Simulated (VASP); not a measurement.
# Li2MgSiTe4 (I-4) in VASP: further runs

Runs on Li2MgSiTe4. Level: r2SCAN. Tasks: single point.

Program: VASP 6.6.1. These are calculated values, not measurements. Logs are shortened: lines on timing, memory, paths and dates and some standing lists are left out, and cuts for length are marked.

### Step 1. The cell of the first run

Symmetry: I-4, No. 82, tetragonal system. The conventional cell has a = 6.558 Å, b = 6.558 Å, c = 12.179 Å, α = 90.00°, β = 90.00°, γ = 90.00°. Within 3.8 Å of Li (site symmetry -4) lie 4 Te at 2.91 Å. Li (site symmetry -4) has 4 Te at 2.79 Å within 3.7 Å. Mg (site symmetry -4) has 4 Te at 2.84 Å within 3.7 Å. Si (site symmetry -4) has 4 Te at 2.57 Å within 3.4 Å. Te (site symmetry 1) has 1 Si at 2.57 Å and 2 Li at 2.79 to 2.91 Å and 1 Mg at 2.84 Å within 3.4 Å.

### Step 2. Single point, r2SCAN (32.74 Å³/atom)

The input, POSCAR:

```
Li2MgSiTe4
1.0
   -3.2790441664      3.2790441664      6.0892800945
    3.2790441664     -3.2790441664      6.0892800945
    3.2790441664      3.2790441664     -6.0892800945
Li Mg Si Te
2 1 1 4
Direct
    0.0000000000      0.0000000000      0.0000000000
    0.7500000000      0.2500000000      0.5000000000
    0.2500000000      0.7500000000      0.5000000000
    0.5000000000      0.5000000000      0.0000000000
    0.1477977590      0.6045858564      0.9924590126
    0.3954141436      0.3878731562      0.5432119026
    0.6121268438      0.1553387465      0.0075409874
    0.8446612535      0.8522022410      0.4567880974
```

The input, INCAR.step1:

```
SYSTEM = Li2MgSiTe4
PREC     = Accurate       ! precision mode
ENCUT    = 520            ! plane-wave cutoff, eV
ISMEAR   = 0              ! smearing method
SIGMA    = 0.01           ! smearing width, eV
LREAL    = .False.        ! projectors in reciprocal space
LASPH    = .True.         ! aspherical terms in the spheres
NELM     = 100            ! most SCF steps
NBANDS   = 28             ! bands
GGA      = PE             ! functional
ALGO     = Normal         ! electronic algorithm
EDIFF    = 1E-4           ! SCF threshold, eV
LWAVE    = .True.         ! write WAVECAR
LCHARG   = .False.        ! write CHGCAR
```

The input, INCAR.step2:

```
SYSTEM = Li2MgSiTe4
PREC     = Accurate       ! precision mode
ENCUT    = 520            ! plane-wave cutoff, eV
EDIFF    = 1E-7           ! SCF threshold, eV
ISMEAR   = 0              ! smearing method
SIGMA    = 0.01           ! smearing width, eV
LREAL    = .False.        ! projectors in reciprocal space
LASPH    = .True.         ! aspherical terms in the spheres
NELM     = 100            ! most SCF steps
ALGO     = Normal         ! electronic algorithm
ISIF     = 2              ! what is computed and relaxed
LWAVE    = .False.        ! write WAVECAR
LCHARG   = .False.        ! write CHGCAR
METAGGA  = R2SCAN         ! meta-GGA
LMIXTAU  = .True.       
NBANDS   = 28             ! bands
ISTART   = 1
```

The input, KPOINTS:

```
Automatic mesh
0
Gamma
  6 6 6
  0 0 0
```

Potentials or basis: VASP PAW PBE potentials, release 64 (Li_sv, Mg, Si, Te).

Command:

```sh
$ cat potpaw_PBE.64/Li_sv/POTCAR potpaw_PBE.64/Mg/POTCAR potpaw_PBE.64/Si/POTCAR potpaw_PBE.64/Te/POTCAR > POTCAR
$ cp INCAR.step1 INCAR
$ mpirun -np 1 vasp_std > vasp.out
$ cp INCAR.step2 INCAR
$ mpirun -np 1 vasp_std > vasp.out
```

OUTCAR:

```text
SYSTEM = Li2MgSiTe4
   PREC = Accurate
   ENCUT = 520
   EDIFF = 1E-7
   ISMEAR = 0
   LREAL = .False.
   LASPH = .True.
   NELM = 100
   ISIF = 2
   METAGGA = R2SCAN
   ISTART = 1

 ion  position               nearest neighbor table
   1  0.000  0.000  0.000-   8 2.91   5 2.91   6 2.91   7 2.91
   2  0.750  0.250  0.500-   8 2.79   5 2.79   6 2.79   7 2.79
   3  0.250  0.750  0.500-   6 2.84   5 2.84   7 2.84   8 2.84
   4  0.500  0.500  0.000-   7 2.57   8 2.57   5 2.57   6 2.57
   5  0.148  0.605  0.992-   4 2.57   2 2.79   3 2.84   1 2.91
   6  0.395  0.388  0.543-   4 2.57   2 2.79   3 2.84   1 2.91
   7  0.612  0.155  0.008-   4 2.57   2 2.79   3 2.84   1 2.91
   8  0.845  0.852  0.457-   4 2.57   2 2.79   3 2.84   1 2.91

  LATTYP: Found a body centered tetragonal cell.
 ALAT       =     6.5580883328
 C/A-ratio  =     1.8570289955

  Lattice vectors:

 A1 = (  -3.2790441664,   3.2790441664,   6.0892800945)
 A2 = (   3.2790441664,  -3.2790441664,   6.0892800945)
 A3 = (   3.2790441664,   3.2790441664,  -6.0892800945)

Analysis of symmetry for initial positions (statically):
=====================================================================
 Subroutine PRICEL returns:
 Original cell was already a primitive cell.

 Routine SETGRP: Setting up the symmetry group for a
 body centered tetragonal supercell.

 Subroutine GETGRP returns: Found  4 space group operations
 (whereof  4 operations were pure point group operations)
 out of a pool of 16 trial point group operations.

The static configuration has the point symmetry S_4 .

Analysis of symmetry for dynamics (positions and initial velocities):
=====================================================================
 Subroutine PRICEL returns:
 Original cell was already a primitive cell.

 Routine SETGRP: Setting up the symmetry group for a
 body centered tetragonal supercell.

 Subroutine GETGRP returns: Found  4 space group operations
 (whereof  4 operations were pure point group operations)
 out of a pool of 16 trial point group operations.

The dynamic configuration has the point symmetry S_4 .

 Subroutine INISYM returns: Found  4 space group operations
 (whereof  4 operations are pure point group operations),
 and found     1 'primitive' translations

----------------------------------------------------------------------------------------

                                     Primitive cell

  volume of cell :     261.8909

  direct lattice vectors                    reciprocal lattice vectors
    -3.279044166  3.279044166  6.089280095     0.000000000  0.152483460  0.082111513
     3.279044166 -3.279044166  6.089280095     0.152483460  0.000000000  0.082111513
     3.279044166  3.279044166 -6.089280095     0.152483460  0.152483460  0.000000000

  length of vectors
     7.653991988  7.653991988  7.653991988     0.173186333  0.173186333  0.215644177

  position of ions in fractional coordinates (direct lattice)
     0.000000000  0.000000000  0.000000000
     0.750000000  0.250000000  0.500000000
     0.250000000  0.750000000  0.500000000
     0.500000000  0.500000000  0.000000000
     0.147797759  0.604585856  0.992459013
     0.395414144  0.387873156  0.543211903
     0.612126844  0.155338746  0.007540987
     0.844661253  0.852202241  0.456788097

  ion indices of the primitive-cell ions
   primitive index   ion index
                 1           1
                 2           2
                 3           3
                 4           4
                 5           5
                 6           6
                 7           7
                 8           8

----------------------------------------------------------------------------------------

 KPOINTS: Automatic mesh

Automatic generation of k-mesh.
 Grid dimensions read from file:
 generate k-points for:    6    6    6

 Generating k-lattice:

  Cartesian coordinates                     Fractional coordinates (reciprocal lattice)
     0.000000000  0.025413910  0.013685252     0.166666667  0.000000000  0.000000000
     0.025413910  0.000000000  0.013685252     0.000000000  0.166666667  0.000000000
     0.025413910  0.025413910  0.000000000     0.000000000  0.000000000  0.166666667

  Length of vectors
     0.028864389  0.028864389  0.035940696

  Shift w.r.t. Gamma in fractional coordinates (k-lattice)
     0.000000000  0.000000000  0.000000000

 Subroutine IBZKPT returns following result:
 ===========================================

 Found     36 irreducible k-points:

 Following reciprocal coordinates:
            Coordinates               Weight
  0.000000  0.000000  0.000000      1.000000
  0.166667 -0.000000  0.000000      8.000000
  0.333333  0.000000  0.000000      8.000000
  0.500000  0.000000  0.000000      4.000000
  0.166667  0.166667  0.000000      8.000000
  0.333333  0.166667  0.000000      8.000000
[... 16 lines left out ...]
  0.333333 -0.333333  0.166667      4.000000
 -0.166667  0.333333  0.166667      8.000000
[... 29 lines left out ...]
   PSTRESS=    0.0 pullay stress
   NELECT =      36.0000    total number of electrons
   NUPDOWN=      -1.0000    fix difference up-down
   EMIN   =  10.00;   EMAX   =-10.00  energy-range for DOS
   EFERMI =   0.00;   METHOD = LEGACY
   ISMEAR =     0;   SIGMA  =   0.01  broadening in eV -4-tet -1-fermi 0-gaus
   EFERMI_NEDOS =   21; number of points for ismear=-14 and -15
   IALGO  =     38    algorithm
   IMIX   =      4    mixing-type and parameters
     AMIX     =   0.40;   BMIX     =  1.00
     AMIX_MAG =   1.60;   BMIX_MAG =  1.00
  volume/ion in A,a.u.               =      32.74       220.92
  Fermi-wavevector in a.u.,A,eV,Ry     =   0.844894  1.596618  9.712460  0.713846
  Thomas-Fermi vector in A             =   1.959995
   LORBIT       =      0    0 simple, 1 ext, 2 COOP (PROOUT), +10 PAW based schemes
   METAGGA = R2SCAN    functional components
   LHFCALC =     F    Hartree Fock is set to
   AEXX    =    0.0000 exact exchange contribution
   IVDW    =     0    specifies the selected vdW correction
   LEPSILON=     F    determine dielectric tensor
   LRPA    =     F    only Hartree local field effects (RPA)
 non-spin polarized calculation
 Gauss-broadening in eV      SIGMA  =   0.01
  energy-cutoff  :      520.00
  volume of cell :      261.89
 maximum number of plane-waves:      7087
 NGX is ok and might be reduce to    60
   NGX = 29   NGY = 29   NGZ = 29

 number of electron      35.9999990 magnetization

 Free energy of the ion-electron system (eV)
  ---------------------------------------------------
  ext. energy  EPLUGINS =         0.00000000
  ---------------------------------------------------
  free energy    TOTEN  =      -125.32779920 eV

  energy without entropy =     -125.32779920  energy(sigma->0) =     -125.32779920

 E-fermi :   1.8289     XC(G=0):  -8.0543

 val. band max:        1.7436767244   @ k =   0.0000   0.0000   0.0000
 cond. band min:       3.7315647838   @ k =   0.5000   0.5000   0.0000
 fundamental gap:      1.9878880594
 Fermi energy:         1.8289046941

 k-point     1 :       0.0000    0.0000    0.0000
  band No.  band energies     occupation
      1     -45.3528      2.00000
      2     -44.8926      2.00000
      3      -9.7011      2.00000
      4      -8.2531      2.00000
      5      -8.2531      2.00000
      6      -8.1791      2.00000
[... 20 lines left out ...]
     27       7.3549      0.00000
     28       9.0301      0.00000

 k-point     2 :       0.1667   -0.0000    0.0000
  band No.  band energies     occupation
      1     -45.3527      2.00000
      2     -44.8926      2.00000
      3      -9.6613      2.00000
      4      -8.2988      2.00000
      5      -8.2679      2.00000
      6      -8.1999      2.00000
[... 20 lines left out ...]
     27       7.8924      0.00000
     28       8.6230      0.00000

 k-point     3 :       0.3333    0.0000    0.0000
  band No.  band energies     occupation
      1     -45.3527      2.00000
      2     -44.8926      2.00000
      3      -9.5706      2.00000
      4      -8.4156      2.00000
      5      -8.2859      2.00000
      6      -8.2380      2.00000
[... 616 lines left out ...]
      3      -9.4991      2.00000
      4      -8.4379      2.00000
      5      -8.3786      2.00000
      6      -8.2433      2.00000
[... 20 lines left out ...]
     27       8.1591      0.00000
     28       8.2723      0.00000

 k-point    24 :      -0.1667    0.3333    0.1667
  band No.  band energies     occupation
      1     -45.3527      2.00000
      2     -44.8926      2.00000
      3      -9.5180      2.00000
      4      -8.4541      2.00000
      5      -8.3570      2.00000
      6      -8.2225      2.00000
[... 20 lines left out ...]
     27       8.1591      0.00000
     28       8.3451      0.00000

 [... further k-points ...]
[... 5 lines left out ...]
  --------------------------------------------------------------------------------------
  -------------------------------------------------------------------------------------
  Total       -3.2437157     -3.2437157     -3.1334192     -0.0000004      0.0000000     -0.0000000
  in kB      -19.8441677    -19.8441677    -19.1694040     -0.0000027      0.0000000     -0.0000000
  external PRESSURE =     -19.6192465 kB  Pullay stress =       0.0000000 kB

 VOLUME and BASIS-vectors are now :
 -----------------------------------------------------------------------------
  energy-cutoff  :      520.00
  volume of cell :      261.89
      direct lattice vectors                 reciprocal lattice vectors
    -3.279044166  3.279044166  6.089280095     0.000000000  0.152483460  0.082111513
     3.279044166 -3.279044166  6.089280095     0.152483460  0.000000000  0.082111513
     3.279044166  3.279044166 -6.089280095     0.152483460  0.152483460  0.000000000

 POSITION                                       TOTAL-FORCE (eV/Angst)
 -----------------------------------------------------------------------------------
      0.00000      0.00000      0.00000         0.000000      0.000000     -0.000000
      0.00000      3.27904      3.04464         0.000000      0.000000     -0.000000
      3.27904      0.00000      3.04464         0.000000      0.000000     -0.000000
      0.00000      0.00000      6.08928         0.000000      0.000000     -0.000000
      4.75215      1.75649     -1.46189        -0.094261      0.241284      0.096701
      1.75649      1.80594      1.46189         0.241284      0.094261     -0.096701
     -1.47310      1.52256      4.62739         0.094261     -0.241284      0.096701
      1.52256      1.47310      7.55117        -0.241284     -0.094261     -0.096701
 -----------------------------------------------------------------------------------
    total drift:                                0.000002      0.000003     -0.000006

  FREE ENERGIE OF THE ION-ELECTRON SYSTEM (eV)
  ---------------------------------------------------
  free  energy   TOTEN  =      -125.3277992026 eV

  energy  without entropy=     -125.3277992026  energy(sigma->0) =     -125.32779920
```

Run time: 40 min. Hardware: 1 thread of Intel Xeon Platinum 8259CL at 2.50GHz (Skylake/Cascade Lake), shared host; peak memory 0.72 GiB.

What came out:

```yaml
Free_energy: -125.3278 eV
Largest_force: 0.277 eV/Å
Band_gap_on_the_k_mesh: 1.99 eV (least direct gap 2.03 eV)
```

Forces on the atoms (eV/Å):
```
Li   0.000  0.000  0.000
Li   0.000  0.000  0.000
Mg   0.000  0.000  0.000
Si   0.000  0.000  0.000
Te  -0.094  0.241  0.097
Te   0.241  0.094 -0.097
Te   0.094 -0.241  0.097
Te  -0.241 -0.094 -0.097
```

Caveat: the cutoff is under 1.25 times the usual one of these potentials, so pressure, stress and relaxed cells hold a basis-set (Pulay) error; the PAW data sets were made with another functional, which shifts forces and pressure a little; spin-orbit coupling is left out, which moves the levels of the heavy elements. A k mesh can miss the band edges.

### Step 3. Single point, r2SCAN (29.96 Å³/atom)

This run uses another cell than the first one, of 29.96 Å³/atom.

Changes to POSCAR since step 2:

```diff
@@ -2,5 +2,5 @@
 1.0
-   -3.2790441664      3.2790441664      6.0892800945
-    3.2790441664     -3.2790441664      6.0892800945
-    3.2790441664      3.2790441664     -6.0892800945
+   -3.1834831538      3.1834831538      5.9118205231
+    3.1834831538     -3.1834831538      5.9118205231
+    3.1834831538      3.1834831538     -5.9118205231
 Li Mg Si Te
```

The input, INCAR.step1:

```
ALGO = Normal
EDIFF = 1E-4
ENCUT = 520
GGA = PE
ISMEAR = 0
LASPH = True
LCHARG = False
LREAL = False
LWAVE = True
NBANDS = 28
NELM = 80
PREC = Accurate
SIGMA = 0.01
```

The input, INCAR.step2:

```
ALGO = Normal
EDIFF = 1E-7
ENCUT = 520
ISIF = 2
ISMEAR = 0
ISTART = 1
LASPH = True
LCHARG = True
LELF = True
LMIXTAU = True
LREAL = False
LVHAR = True
LWAVE = False
METAGGA = R2SCAN
NBANDS = 28
NELM = 80
PREC = Accurate
SIGMA = 0.01
```

The input, KPOINTS:

```
k-points
0
Gamma
  6 6 6
```

Potentials or basis: VASP PAW PBE potentials, release 64 (Li_sv, Mg, Si, Te).

Command:

```sh
$ cat potpaw_PBE.64/Li_sv/POTCAR potpaw_PBE.64/Mg/POTCAR potpaw_PBE.64/Si/POTCAR potpaw_PBE.64/Te/POTCAR > POTCAR
$ cp INCAR.step1 INCAR
$ mpirun -np 1 vasp_std > vasp.out
$ cp INCAR.step2 INCAR
$ mpirun -np 1 vasp_std > vasp.out
```

Wall time 14 min (1 thread of Intel Xeon 6975P-C (Granite Rapids), shared host); peak memory 0.61 GiB.

The run converged. Its results:

| Property | Result |
| --- | --- |
| Free energy | -125.3991 eV |
| Largest force | 0.183 eV/Å |
| Band gap on the k mesh | 2.19 eV (least direct gap 2.28 eV) |

Forces in eV/Å, atoms in the order of the input:
```
Li   0.000  0.000  0.000
Li   0.000  0.000  0.000
Mg   0.000  0.000  0.000
Si   0.000  0.000  0.000
Te   0.079 -0.150 -0.070
Te  -0.150 -0.079  0.070
Te  -0.079  0.150 -0.070
Te   0.150  0.079  0.070
```

Levels at points of the mesh, in eV from the valence-band top:
| k point | band 15 | band 16 | band 17 | band 18 | band 19 | band 20 | band 21 | band 22 |
| --- | --- | --- | --- | --- | --- | --- | --- | --- |
| (0.00, 0.00, 0.00) | -1.08 | -0.12 | -0.12 | 0.00 | 2.62 | 2.76 | 4.30 | 4.45 |
| (0.50, 0.00, 0.00) | -1.01 | -0.67 | -0.61 | -0.23 | 2.98 | 3.82 | 4.10 | 4.67 |
| (0.50, 0.50, 0.00) | -0.65 | -0.64 | -0.30 | -0.05 | 2.23 | 3.90 | 3.96 | 4.24 |
| (0.50, 0.50, 0.50) | -0.87 | -0.87 | -0.60 | -0.60 | 2.19 | 3.14 | 3.14 | 3.80 |

Caveat: the cutoff is under 1.25 times the usual one of these potentials, so pressure, stress and relaxed cells hold a basis-set (Pulay) error; the PAW data sets were made with another functional, which shifts forces and pressure a little; spin-orbit coupling is left out, which moves the levels of the heavy elements. A k mesh can miss the band edges.

### Step 4. Single point, r2SCAN

This run uses another cell than the first one, of 30.88 Å³/atom.

Changes to POSCAR since step 3:

```diff
@@ -2,5 +2,5 @@
 1.0
-   -3.1834831538      3.1834831538      5.9118205231
-    3.1834831538     -3.1834831538      5.9118205231
-    3.1834831538      3.1834831538     -5.9118205231
+   -3.2159699195      3.2159699195      5.9721493890
+    3.2159699195     -3.2159699195      5.9721493890
+    3.2159699195      3.2159699195     -5.9721493890
 Li Mg Si Te
```

The input, INCAR.step1:

```
SYSTEM = Li2MgSiTe4
PREC = Accurate
ENCUT = 520
ISMEAR = 0
SIGMA = 0.01
LREAL = .False.
LASPH = .True.
NELM = 100
NBANDS = 28
GGA = PE
ALGO = Normal
EDIFF = 1E-4
LWAVE = .True.
LCHARG = .False.
```

The input, INCAR.step2:

```
SYSTEM = Li2MgSiTe4
PREC = Accurate
ENCUT = 520
EDIFF = 1E-6
ISMEAR = 0
SIGMA = 0.01
LREAL = .False.
LASPH = .True.
NELM = 100
ALGO = Normal
ISIF = 2
LWAVE = .False.
LCHARG = .True.
METAGGA = R2SCAN
LMIXTAU = .True.
LELF = .True.
LVHAR = .True.
NBANDS = 28
ISTART = 1
```

The input, KPOINTS:

```
regular mesh
0
Gamma
  6 6 6
  0 0 0
```

Command:

```sh
$ cat potpaw_PBE.64/Li_sv/POTCAR potpaw_PBE.64/Mg/POTCAR potpaw_PBE.64/Si/POTCAR potpaw_PBE.64/Te/POTCAR > POTCAR
$ cp INCAR.step1 INCAR
$ mpirun -np 1 vasp_std > vasp.out
$ cp INCAR.step2 INCAR
$ mpirun -np 1 vasp_std > vasp.out
```

It took 11 min on 1 thread of Intel Xeon 6975P-C (Granite Rapids), shared host; peak memory 0.61 GiB.

The run converged. Its results:

| Quantity | Value |
| --- | --- |
| Free energy | -125.4238 eV |
| Largest force | 0.014 eV/Å |
| Band gap on the k mesh | 2.14 eV (least direct gap 2.19 eV) |

Forces in eV/Å, atoms in the order of the input:
```
Li   0.000  0.000  0.000
Li   0.000  0.000  0.000
Mg   0.000  0.000  0.000
Si   0.000  0.000  0.000
Te   0.012 -0.003 -0.007
Te  -0.003 -0.012  0.007
Te  -0.012  0.003 -0.007
Te   0.003  0.012  0.007
```

Levels at points of the mesh, in eV from the valence-band top:
| k point | band 14 | band 15 | band 16 | band 17 | band 18 | band 19 | band 20 | band 21 | band 22 | band 23 |
| --- | --- | --- | --- | --- | --- | --- | --- | --- | --- | --- |
| (0.00, 0.00, 0.00) | -1.03 | -1.03 | -0.12 | -0.12 | 0.00 | 2.61 | 2.66 | 4.22 | 4.39 | 4.39 |
| (0.50, 0.00, 0.00) | -1.02 | -0.98 | -0.64 | -0.58 | -0.21 | 2.87 | 3.79 | 4.01 | 4.61 | 5.13 |
| (0.50, 0.50, 0.00) | -0.78 | -0.62 | -0.61 | -0.29 | -0.04 | 2.15 | 3.85 | 3.88 | 4.22 | 5.00 |
| (0.50, 0.50, 0.50) | -0.90 | -0.84 | -0.84 | -0.57 | -0.57 | 2.14 | 3.16 | 3.16 | 3.77 | 4.40 |

Caveat: the cutoff is under 1.25 times the usual one of these potentials, so pressure, stress and relaxed cells hold a basis-set (Pulay) error; the PAW data sets were made with another functional, which shifts forces and pressure a little; spin-orbit coupling is left out, which moves the levels of the heavy elements. A k mesh can miss the band edges.

### Step 5. The runs side by side

```tsv
cell	gap on the mesh (eV)	largest force (eV/Å)
a = 7.654 Å, angles 129.3, 129.3, 74.6°, 8 atoms	1.99	0.28
a = 7.431 Å, angles 129.3, 129.3, 74.6°, 8 atoms	2.19	0.18
a = 7.507 Å, angles 129.3, 129.3, 74.6°, 8 atoms	2.14	0.01
```

Alike in all rows: task single point; level r2SCAN; potentials or basis VASP PAW PBE potentials, release 64 (Li_sv, Mg, Si, Te); no spin polarisation; k mesh 6 × 6 × 6; cutoff (eV) 520; smearing gaussian 0.01 eV.

Caveats: the cutoff is under 1.25 times the usual one of these potentials, so pressure, stress and relaxed cells hold a basis-set (Pulay) error; the PAW data sets were made with another functional, which shifts forces and pressure a little; spin-orbit coupling is left out, which moves the levels of the heavy elements.

Absolute energies hang on the potentials; compare differences alone.
